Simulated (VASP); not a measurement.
Runs of VASP 6.6.1 on Al3Ge2Ru. The structure is that of space group P4/mmm (No. 123), or close to it. The cells are those of the table. 

| task | spin | cell | k mesh | cutoff (eV) | gap on the mesh (eV) | pressure (GPa) | largest force (eV/Å) |
| --- | --- | --- | --- | --- | --- | --- | --- |
| relaxation of cell and atoms | off | relaxed from a = 3.350, b = 3.350, c = 10.608 Å, 6 atoms | 6 × 6 × 2 | 600 | none | -0.1 | 0.03 |
| single point | off | a = 3.123, b = 3.123, c = 9.937 Å, 6 atoms | 12 × 12 × 4 | 520 | none | 0.0 | - |
| single point | off | a = 3.350, b = 3.350, c = 10.608 Å, 6 atoms | 6 × 6 × 2 | 520 | none | -14.0 | (a) |
| single point | collinear, ferromagnetic start | a = 3.226, b = 3.226, c = 9.114 Å, 6 atoms | 6 × 6 × 2 | 520 | none | 0.1 | 0.03 |
| single point | off | a = 3.226, b = 3.226, c = 9.114 Å, 6 atoms | 6 × 6 × 2 | 520 | none | 0.1 | 0.03 |

Alike in all rows: level PBE; potentials or basis VASP PAW PBE potentials, release 64 (Al, Ge_d, Ru_pv); smearing gaussian 0.1 eV.

Estimate the missing entries.

(a) 1.91.

Caveats: forces of over 1 eV/Å act on the atoms, so gaps and moduli don't describe the material at rest (some runs).

A k mesh can miss the band edges, and the runs leave out spin-orbit coupling on Ge, Ru.

A gap of «none» marks levels without a gap at the run's occupations.
